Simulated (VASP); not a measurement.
# SnO2 in VASP: further runs, part 2 of 3

VASP 6.6.1. The steps go on from the part before.

### 3 Single point, r2SCAN

This run uses another cell than the first one, of 11.57 Å³/atom.

Input file POSCAR:

```
SnO2
1.0
    4.6763622384      0.0000000000      0.0000000000
    0.0000000000      4.6764869492      0.0000000000
    0.0000000000      0.0000000000      3.1741878179
Sn O
2 4
Direct
    0.5000000000      0.5000000000      0.5000000000
    0.0000000000      0.0000000000      0.0000000000
    0.3052751372      0.3053198547      0.0000000000
    0.8052751372      0.1946801453      0.5000000000
    0.1947248628      0.8053198547      0.5000000000
    0.6947248628      0.6946801453      0.0000000000
```

Input file INCAR.step1:

```
  PREC = Accurate
  ENCUT = 520
  ISMEAR = 0
  SIGMA = 0.02
  LREAL = False
  LASPH = True
  NELM = 80
  NBANDS = 35
  GGA = PE
  ALGO = Normal
  EDIFF = 1E-4
  LWAVE = True
  LCHARG = False
```

Input file INCAR.step2:

```
  PREC = Accurate
  ENCUT = 520
  EDIFF = 1E-6
  ISMEAR = 0
  SIGMA = 0.02
  LREAL = False
  LASPH = True
  NELM = 80
  ALGO = Normal
  ISIF = 2
  LWAVE = False
  LCHARG = False
  METAGGA = R2SCAN
  LMIXTAU = True
  NBANDS = 35
  ISTART = 1
```

Input file KPOINTS:

```
regular mesh
0
Gamma
  6 6 8
```

Potentials or basis: VASP PAW PBE potentials, release 64 (Sn_d, O).

The run is started by

```bash
> cat potpaw_PBE.64/Sn_d/POTCAR potpaw_PBE.64/O/POTCAR > POTCAR
> cp INCAR.step1 INCAR
> mpirun -np 1 vasp_std > vasp.out
> cp INCAR.step2 INCAR
> mpirun -np 1 vasp_std > vasp.out
```

OUTCAR:

```text
PREC = Accurate
   ENCUT = 520
   EDIFF = 1E-6
   ISMEAR = 0
   LREAL = False
   LASPH = True
   NELM = 80
   ISIF = 2
   METAGGA = R2SCAN
   ISTART = 1

 ion  position               nearest neighbor table
   1  0.500  0.500  0.500-   4 2.02   5 2.02   3 2.04   6 2.04   3 2.04   6 2.04   2 3.67   2 3.67
                             2 3.67   2 3.67   2 3.67   2 3.67   2 3.67   2 3.67
   2  0.000  0.000  0.000-   3 2.02   6 2.02   5 2.04   4 2.04   4 2.04   5 2.04   1 3.67   1 3.67
                             1 3.67   1 3.67   1 3.67   1 3.67   1 3.67   1 3.67
   3  0.305  0.305  0.000-   2 2.02   1 2.04   1 2.04
   4  0.805  0.195  0.500-   1 2.02   2 2.04   2 2.04
   5  0.195  0.805  0.500-   1 2.02   2 2.04   2 2.04
   6  0.695  0.695  0.000-   2 2.02   1 2.04   1 2.04

  LATTYP: Found a simple orthorhombic cell.
 ALAT       =     3.1741878179
 B/A-ratio  =     1.4732468608
 C/A-ratio  =     1.4732861499

  Lattice vectors:

 A1 = (   0.0000000000,   0.0000000000,   3.1741878179)
 A2 = (   4.6763622384,   0.0000000000,   0.0000000000)
 A3 = (   0.0000000000,   4.6764869492,   0.0000000000)

Analysis of symmetry for initial positions (statically):
=====================================================================
 Subroutine PRICEL returns:
 Original cell was already a primitive cell.

 Routine SETGRP: Setting up the symmetry group for a
 simple orthorhombic supercell.

 Subroutine GETGRP returns: Found  8 space group operations
 (whereof  4 operations were pure point group operations)
 out of a pool of  8 trial point group operations.

The static configuration has the point symmetry C_2h.
 The point group associated with its full space group is D_2h.

Analysis of symmetry for dynamics (positions and initial velocities):
=====================================================================
 Subroutine PRICEL returns:
 Original cell was already a primitive cell.

 Routine SETGRP: Setting up the symmetry group for a
 simple orthorhombic supercell.

 Subroutine GETGRP returns: Found  8 space group operations
 (whereof  4 operations were pure point group operations)
 out of a pool of  8 trial point group operations.

The dynamic configuration has the point symmetry C_2h.
 The point group associated with its full space group is D_2h.

 Subroutine INISYM returns: Found  8 space group operations
 (whereof  4 operations are pure point group operations),
 and found     1 'primitive' translations

----------------------------------------------------------------------------------------

                                     Primitive cell

  volume of cell :      69.4161

  direct lattice vectors                    reciprocal lattice vectors
     4.676362238  0.000000000  0.000000000     0.213841433  0.000000000  0.000000000
     0.000000000  4.676486949  0.000000000     0.000000000  0.213835730  0.000000000
     0.000000000  0.000000000  3.174187818     0.000000000  0.000000000  0.315041219

  length of vectors
     4.676362238  4.676486949  3.174187818     0.213841433  0.213835730  0.315041219

  position of ions in fractional coordinates (direct lattice)
     0.500000000  0.500000000  0.500000000
     0.000000000  0.000000000  0.000000000
     0.305275137  0.305319855  0.000000000
     0.805275137  0.194680145  0.500000000
     0.194724863  0.805319855  0.500000000
     0.694724863  0.694680145  0.000000000

  ion indices of the primitive-cell ions
   primitive index   ion index
                 1           1
[... 33 lines left out ...]
            Coordinates               Weight
  0.000000  0.000000  0.000000      1.000000
  0.166667  0.000000  0.000000      2.000000
  0.333333  0.000000  0.000000      2.000000
  0.500000  0.000000  0.000000      1.000000
  0.000000  0.166667  0.000000      2.000000
  0.166667  0.166667  0.000000      4.000000
[... 16 lines left out ...]
  0.333333  0.166667  0.125000      8.000000
  0.500000  0.166667  0.125000      4.000000
 [... further k-points ...]
   k-points           NKPTS =     80   k-points in BZ     NKDIM =     80   number of bands    NBANDS=     35
   number of dos      NEDOS =    301   number of ions     NIONS =      6
   total plane-waves  NPLWV =  31104
   dimension x,y,z NGX =    36 NGY =   36 NGZ =   24
   dimension x,y,z NGXF=    72 NGYF=   72 NGZF=   48
   ions per type =               2   4
   NGX,Y,Z   is equivalent  to a cutoff of  12.80, 12.80, 12.57 a.u.
   NGXF,Y,Z  is equivalent  to a cutoff of  25.60, 25.60, 25.14 a.u.
 SYSTEM =  unknown system
   PREC   = accura    normal or accurate (medium, high low for compatibility)
   ISTART =      1    job   : 0-new  1-cont  2-samecut
   ICHARG =      0    charge: 1-file 2-atom 10-const
   ISPIN  =      1    spin polarized calculation?
   LNONCOLLINEAR =      F non collinear calculations
   LSORBIT =      F    spin-orbit coupling
   LASPH  =      T    aspherical Exc in radial PAW
   ENCUT  =  520.0 eV  38.22 Ry    6.18 a.u.   8.69  8.70  5.90*2*pi/ulx,y,z
   NELM   =     80;   NELMIN=  2; NELMDL=  0     # of ELM steps
   EDIFF  = 0.1E-05   stopping-criterion for ELM
   LREAL  =      F    real-space projection
   EDIFFG = 0.1E-04   stopping-criterion for IOM
   NSW    =      0    number of steps for IOM
   IBRION =     -1    ionic relax: 0-MD 1-quasi-New 2-CG
   NFREE  =      0    steps in history (QN), initial steepest desc. (CG)
   ISIF   =      2    stress and relaxation
   ISYM   =      2    0-nonsym 1-usesym 2-fastsym
   POTIM  = 0.5000    time-step for ionic-motion
   TEBEG  =    0.0;   TEEND  =   0.0 temperature during run
   PSTRESS=    0.0 pullay stress
   NELECT =      52.0000    total number of electrons
   NUPDOWN=      -1.0000    fix difference up-down
   EMIN   =  10.00;   EMAX   =-10.00  energy-range for DOS
   EFERMI =   0.00;   METHOD = LEGACY
   ISMEAR =     0;   SIGMA  =   0.02  broadening in eV -4-tet -1-fermi 0-gaus
   EFERMI_NEDOS =   21; number of points for ismear=-14 and -15
   IALGO  =     38    algorithm
   IMIX   =      4    mixing-type and parameters
     AMIX     =   0.40;   BMIX     =  1.00
     AMIX_MAG =   1.60;   BMIX_MAG =  1.00
  volume/ion in A,a.u.               =      11.57        78.07
  Fermi-wavevector in a.u.,A,eV,Ry     =   1.486811  2.809665 30.077136  2.210607
  Thomas-Fermi vector in A             =   2.600051
   LORBIT       =      0    0 simple, 1 ext, 2 COOP (PROOUT), +10 PAW based schemes
   METAGGA = R2SCAN    functional components
   LHFCALC =     F    Hartree Fock is set to
   AEXX    =    0.0000 exact exchange contribution
   IVDW    =     0    specifies the selected vdW correction
   LEPSILON=     F    determine dielectric tensor
   LRPA    =     F    only Hartree local field effects (RPA)
 non-spin polarized calculation
 Gauss-broadening in eV      SIGMA  =   0.02
  energy-cutoff  :      520.00
  volume of cell :       69.42
 maximum number of plane-waves:      1892
 NGX is ok and might be reduce to    36
   NGX = 17   NGY = 17   NGZ = 11

 number of electron      51.9999982 magnetization

 Free energy of the ion-electron system (eV)
  ---------------------------------------------------
  ext. energy  EPLUGINS =         0.00000000
  ---------------------------------------------------
  free energy    TOTEN  =       -84.51004974 eV

  energy without entropy =      -84.51004974  energy(sigma->0) =      -84.51004974

 E-fermi :   6.1723     XC(G=0): -12.2262

 val. band max:        6.0762629674   @ k =   0.0000   0.0000   0.0000
 cond. band min:       8.3746834257   @ k =   0.0000   0.0000   0.0000
 fundamental gap:      2.2984204583
 Fermi energy:         6.1722793538

 k-point     1 :       0.0000    0.0000    0.0000
  band No.  band energies     occupation
      1     -15.7489      2.00000
      2     -14.7305      2.00000
      3     -14.3533      2.00000
      4     -14.3338      2.00000
      5     -14.3338      2.00000
      6     -14.3080      2.00000
[... 901 lines left out ...]
     34      19.4807      0.00000
     35      20.0196      0.00000

 [... further k-points ...]
[... 5 lines left out ...]
  --------------------------------------------------------------------------------------
  -------------------------------------------------------------------------------------
  Total        4.7930354      4.7930306      5.0376734      0.0000000      0.0000000      0.0000000
  in kB      110.6268951    110.6267852    116.2733267      0.0000000      0.0000000      0.0000000
  external PRESSURE =     112.5090023 kB  Pullay stress =       0.0000000 kB

 VOLUME and BASIS-vectors are now :
 -----------------------------------------------------------------------------
  energy-cutoff  :      520.00
  volume of cell :       69.42
      direct lattice vectors                 reciprocal lattice vectors
     4.676362238  0.000000000  0.000000000     0.213841433  0.000000000  0.000000000
     0.000000000  4.676486949  0.000000000     0.000000000  0.213835730  0.000000000
     0.000000000  0.000000000  3.174187818     0.000000000  0.000000000  0.315041219

 POSITION                                       TOTAL-FORCE (eV/Angst)
 -----------------------------------------------------------------------------------
      2.33818      2.33824      1.58709         0.000000      0.000000      0.000000
      0.00000      0.00000      0.00000         0.000000      0.000000      0.000000
      1.42758      1.42782      0.00000        -0.016983     -0.017004      0.000000
      3.76576      0.91042      1.58709        -0.016983      0.017004      0.000000
      0.91060      3.76607      1.58709         0.016983     -0.017004      0.000000
      3.24879      3.24866      0.00000         0.016983      0.017004      0.000000
 -----------------------------------------------------------------------------------
    total drift:                                0.000000      0.000000      0.000000

  FREE ENERGIE OF THE ION-ELECTRON SYSTEM (eV)
  ---------------------------------------------------
  free  energy   TOTEN  =       -84.5100497423 eV

  energy  without entropy=      -84.5100497423  energy(sigma->0) =      -84.51004974
```

It took 3.5 min on 1 thread of Intel Xeon 6975P-C (Granite Rapids), shared host; peak memory 0.28 GiB.

What came out:

| Quantity | Value |
| --- | --- |
| Free energy | -84.5100 eV |
| Pressure | 11.3 GPa |
| Largest force | 0.024 eV/Å |
| Band gap on the k mesh | 2.30 eV |

Forces in eV/Å, atoms in the order of the input:
```
Sn   0.000  0.000  0.000
Sn   0.000  0.000  0.000
O   -0.017 -0.017  0.000
O   -0.017  0.017  0.000
O    0.017 -0.017  0.000
O    0.017  0.017  0.000
```

Stress tensor (GPa, compression positive):
```
11.06  0.00  0.00
 0.00 11.06  0.00
 0.00  0.00 11.63
```

Levels at points of the mesh, in eV from the valence-band top:
| k point | band 22 | band 23 | band 24 | band 25 | band 26 | band 27 | band 28 | band 29 | band 30 | band 31 |
| --- | --- | --- | --- | --- | --- | --- | --- | --- | --- | --- |
| (0.00, 0.00, 0.00) | -1.22 | -1.22 | -0.81 | -0.81 | 0.00 | 2.30 | 7.17 | 7.24 | 7.24 | 11.35 |
| (0.50, 0.00, 0.00) | -2.03 | -1.17 | -1.17 | -0.64 | -0.64 | 5.50 | 5.50 | 8.02 | 8.02 | 12.47 |
| (0.00, 0.50, 0.00) | -2.03 | -1.17 | -1.17 | -0.64 | -0.64 | 5.50 | 5.50 | 8.02 | 8.02 | 12.47 |
| (0.50, 0.50, 0.00) | -2.08 | -1.31 | -1.31 | -0.95 | -0.95 | 5.95 | 5.95 | 8.53 | 8.53 | 12.45 |
| (0.00, 0.00, 0.50) | -2.64 | -1.79 | -1.79 | -1.33 | -1.33 | 7.41 | 7.41 | 10.89 | 10.89 | 11.80 |
| (0.50, 0.00, 0.50) | -1.79 | -1.18 | -1.18 | -0.62 | -0.62 | 7.72 | 7.72 | 9.29 | 9.29 | 12.28 |
| (0.00, 0.50, 0.50) | -1.79 | -1.18 | -1.18 | -0.62 | -0.62 | 7.72 | 7.72 | 9.29 | 9.29 | 12.28 |
| (0.50, 0.50, 0.50) | -2.29 | -0.98 | -0.98 | -0.89 | -0.89 | 5.99 | 5.99 | 9.90 | 9.90 | 12.27 |

Caveat: the cell stands under pressure; the PAW data sets were made with another functional, which shifts forces and pressure a little; spin-orbit coupling is left out, which moves the levels of the heavy elements.

### 4 Single point, r2SCAN

This run uses another cell than the first one, of 11.57 Å³/atom.

POSCAR is that of step 3.

Input file INCAR.step1:

```
SYSTEM = SnO2
PREC     = Accurate       ! precision mode
ENCUT    = 520            ! plane-wave cutoff, eV
ISMEAR   = 0              ! smearing method
SIGMA    = 0.02           ! smearing width, eV
LREAL    = .False.        ! projectors in reciprocal space
LASPH    = .True.         ! aspherical terms in the spheres
NELM     = 100            ! most SCF steps
NBANDS   = 35             ! bands
GGA      = PE             ! functional
ALGO     = Normal         ! electronic algorithm
EDIFF    = 1E-4           ! SCF threshold, eV
LWAVE    = .True.         ! write WAVECAR
LCHARG   = .False.        ! write CHGCAR
```

Input file INCAR.step2:

```
SYSTEM = SnO2
PREC     = Accurate       ! precision mode
ENCUT    = 520            ! plane-wave cutoff, eV
EDIFF    = 1E-6           ! SCF threshold, eV
ISMEAR   = 0              ! smearing method
SIGMA    = 0.02           ! smearing width, eV
LREAL    = .False.        ! projectors in reciprocal space
LASPH    = .True.         ! aspherical terms in the spheres
NELM     = 100            ! most SCF steps
ALGO     = Normal         ! electronic algorithm
ISIF     = 2              ! what is computed and relaxed
LWAVE    = .False.        ! write WAVECAR
LCHARG   = .False.        ! write CHGCAR
METAGGA  = R2SCAN         ! meta-GGA
LMIXTAU  = .True.       
NBANDS   = 35             ! bands
ISTART   = 1
```

Input file KPOINTS:

```
regular mesh
0
Gamma
  6 6 8
  0 0 0
```

The run is started by

```bash
> cat potpaw_PBE.64/Sn_d/POTCAR potpaw_PBE.64/O/POTCAR > POTCAR
> cp INCAR.step1 INCAR
> mpirun -np 1 vasp_std > vasp.out
> cp INCAR.step2 INCAR
> mpirun -np 1 vasp_std > vasp.out
```

It took 3.5 min on 1 thread of Intel Xeon 6975P-C (Granite Rapids), shared host; peak memory 0.28 GiB.

The run converged. Its results:

| Item | Value |
| --- | --- |
| Free energy | -84.5100 eV |
| Pressure | 11.3 GPa |
| Largest force | 0.024 eV/Å |
| Band gap on the k mesh | 2.30 eV |

Forces on the atoms (eV/Å):
```
Sn   0.000  0.000  0.000
Sn   0.000  0.000  0.000
O   -0.017 -0.017  0.000
O   -0.017  0.017  0.000
O    0.017 -0.017  0.000
O    0.017  0.017  0.000
```

Stress tensor (GPa, compression positive):
```
11.06  0.00  0.00
 0.00 11.06  0.00
 0.00  0.00 11.63
```

Levels at points of the mesh, in eV from the valence-band top:
```
           k point  band 23  band 24  band 25  band 26  band 27  band 28  band 29  band 30
(0.00, 0.00, 0.00)    -1.22    -0.81    -0.81     0.00     2.30     7.17     7.24     7.24
(0.50, 0.00, 0.00)    -1.17    -1.17    -0.64    -0.64     5.50     5.50     8.02     8.02
(0.00, 0.50, 0.00)    -1.17    -1.17    -0.64    -0.64     5.50     5.50     8.02     8.02
(0.50, 0.50, 0.00)    -1.31    -1.31    -0.95    -0.95     5.95     5.95     8.53     8.53
(0.00, 0.00, 0.50)    -1.79    -1.79    -1.33    -1.33     7.41     7.41    10.89    10.89
(0.50, 0.00, 0.50)    -1.18    -1.18    -0.62    -0.62     7.72     7.72     9.29     9.29
(0.00, 0.50, 0.50)    -1.18    -1.18    -0.62    -0.62     7.72     7.72     9.29     9.29
(0.50, 0.50, 0.50)    -0.98    -0.98    -0.89    -0.89     5.99     5.99     9.90     9.90
```

Caveat: the cell stands under pressure; the PAW data sets were made with another functional, which shifts forces and pressure a little; spin-orbit coupling is left out, which moves the levels of the heavy elements.

### 5 Single point, r2SCAN

This run uses another cell than the first one, of 12.81 Å³/atom.

Input file POSCAR:

```
SnO2
1.0
    4.7599378643      0.0000000000      0.0000000000
    0.0000000000      4.7599378643      0.0000000000
    0.0000000000      0.0000000000      3.3927534043
Sn O
2 4
Direct
    0.5000000000      0.5000000000      0.5000000000
    0.0000000000      0.0000000000      0.0000000000
    0.3073476658      0.3073476658      0.0000000000
    0.8073476658      0.1926523342      0.5000000000
    0.1926523342      0.8073476658      0.5000000000
    0.6926523342      0.6926523342      0.0000000000
```

Input file INCAR.step1:

```
SYSTEM = SnO2
ALGO = Normal ; EDIFF = 1E-4
ENCUT = 520 ; GGA = PE
ISMEAR = 0 ; LASPH = .True.
LCHARG = .False. ; LREAL = .False.
LWAVE = .True. ; NBANDS = 35
NELM = 100 ; PREC = Accurate
SIGMA = 0.02
```

Input file INCAR.step2:

```
SYSTEM = SnO2
ALGO = Normal ; EDIFF = 1E-6
ENCUT = 520 ; ISIF = 2
ISMEAR = 0 ; ISTART = 1
LASPH = .True. ; LCHARG = .True.
LELF = .True. ; LMIXTAU = .True.
LREAL = .False. ; LVHAR = .True.
LWAVE = .False. ; METAGGA = R2SCAN
NBANDS = 35 ; NELM = 100
PREC = Accurate ; SIGMA = 0.02
```

Input file KPOINTS:

```
k-points
0
Gamma
  6 6 8
  0 0 0
```

The run is started by

```bash
> cat potpaw_PBE.64/Sn_d/POTCAR potpaw_PBE.64/O/POTCAR > POTCAR
> cp INCAR.step1 INCAR
> mpirun -np 1 vasp_std > vasp.out
> cp INCAR.step2 INCAR
> mpirun -np 1 vasp_std > vasp.out
```

Run time: 13 min. Hardware: 1 thread of AMD EPYC 7R43 (Zen 3), shared host; peak memory 0.22 GiB.

Results (log left out):

```
Free energy            : -84.3574 eV
Pressure               : -11.5 GPa
Largest force          : 0.012 eV/Å
Band gap on the k mesh : 0.95 eV
```

Forces on the atoms (eV/Å):
```
Sn   0.000  0.000  0.000
Sn   0.000  0.000  0.000
O    0.009  0.009  0.000
O    0.009 -0.009  0.000
O   -0.009  0.009  0.000
O   -0.009 -0.009  0.000
```

Stress tensor (GPa, compression positive):
```
 -7.01   0.00   0.00
  0.00  -7.01   0.00
  0.00   0.00 -20.36
```

Levels at points of the mesh, in eV from the valence-band top:
```
           k point  band 22  band 23  band 24  band 25  band 26  band 27  band 28  band 29  band 30  band 31
(0.00, 0.00, 0.00)    -1.32    -1.32    -0.64    -0.64     0.00     0.95     5.71     6.33     6.33    10.33
(0.50, 0.00, 0.00)    -1.81    -1.25    -1.25    -0.54    -0.54     4.30     4.30     7.03     7.03    11.51
(0.50, 0.50, 0.00)    -1.85    -1.42    -1.42    -0.73    -0.73     4.56     4.56     7.50     7.50    11.54
(0.00, 0.00, 0.50)    -2.44    -1.52    -1.52    -1.14    -1.14     6.08     6.08    10.20    10.20    10.38
(0.50, 0.00, 0.50)    -1.62    -0.94    -0.94    -0.59    -0.59     6.42     6.42     8.58     8.58    10.80
(0.50, 0.50, 0.50)    -2.12    -0.83    -0.83    -0.68    -0.68     4.97     4.97     9.34     9.34    10.80
```

Caveat: the cell stands under tension; the PAW data sets were made with another functional, which shifts forces and pressure a little; spin-orbit coupling is left out, which moves the levels of the heavy elements.

[end of part 2 of 3]
